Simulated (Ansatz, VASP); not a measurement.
Ru: VASP beside Ansatz

```
Ru
1.0
     4.12208    0.00000    0.00000
    -2.06104    3.56983    0.00000
     0.00000    0.00000    4.71355
Ru
4
Direct
  0.00000 0.00000 0.25000
  0.00000 0.00000 0.75000
  0.33333 0.66667 0.75000
  0.66667 0.33333 0.25000
```

Alike in both runs: functional r2SCAN; k mesh 6 × 6 × 4; occupations gaussian, width 0.1 eV; no spin polarisation.

Ansatz relaxed the structure, and its values are those at the end. VASP's run is a single point on that final structure, the one shown.

|  | VASP | Ansatz |
| --- | --- | --- |
| version | VASP 6.6.1 | Ansatz 0.2.0 |
| potentials or method | VASP PAW PBE potentials, release 64 (Ru_sv), cutoff 660 eV | scalar-relativistic, plane waves, PAW |
| valence electrons in the cell | 64 | 64 |

```tsv
	VASP	Ansatz	Ansatz less VASP
gap on the k mesh at the Fermi level (eV)	none	none	-
pressure (GPa)	0.0	0.0	-0.05
```

VASP's potentials were made for PBE, not for r2SCAN. A gap of «none» marks a metal or a gap that the smearing closes.
